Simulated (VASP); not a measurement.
Zr, 2 atoms in the cell. Symmetry: I4_1/amd, No. 141, tetragonal system. Conventional cell: a = 5.362 Å, b = 5.362 Å, c = 2.956 Å, α = 90.00°, β = 90.00°, γ = 90.00°. Within 3.7 Å of Zr (site symmetry -4m2) lie 10 Zr at 2.78 to 3.48 Å. 

| Item | Value |
| --- | --- |
| Program | VASP 6.6.1 |
| Task | relaxation of shape and atoms at fixed volume |
| Functional | PBE |
| Potentials or basis | VASP PAW PBE potentials, release 64 (Zr_sv) |
| Cutoff | 500 eV |
| k mesh | 14 × 14 × 14 |
| Occupations | fermi-dirac, width 0.1 eV |
| Spin | no spin polarisation |
| Dipole correction | no |
| Further INCAR settings | ALGO = Normal; EDIFF = 1e-07; IBRION = 2; EDIFFG = -0.005; NSW = 50; ISIF = 4 |

Potentials or basis: VASP PAW PBE potentials, release 64 (Zr_sv).

Command:

```bash
$ cat potpaw_PBE.64/Zr_sv/POTCAR > POTCAR
$ mpirun -np 1 vasp_std > vasp.out
```

Hardware: 1 thread of Intel(R) Xeon(R) Platinum 8259CL CPU @ 2.50GHz (Skylake/Cascade Lake), on a shared host.

Q: How long does it take, and how much memory?

A: Wall time 5 min on 1 thread of Intel(R) Xeon(R) Platinum 8259CL CPU @ 2.50GHz (Skylake/Cascade Lake), with other jobs on the host, peak memory 0.27 GiB. Counts: scf iterations 25, k points 244, ion steps 3.
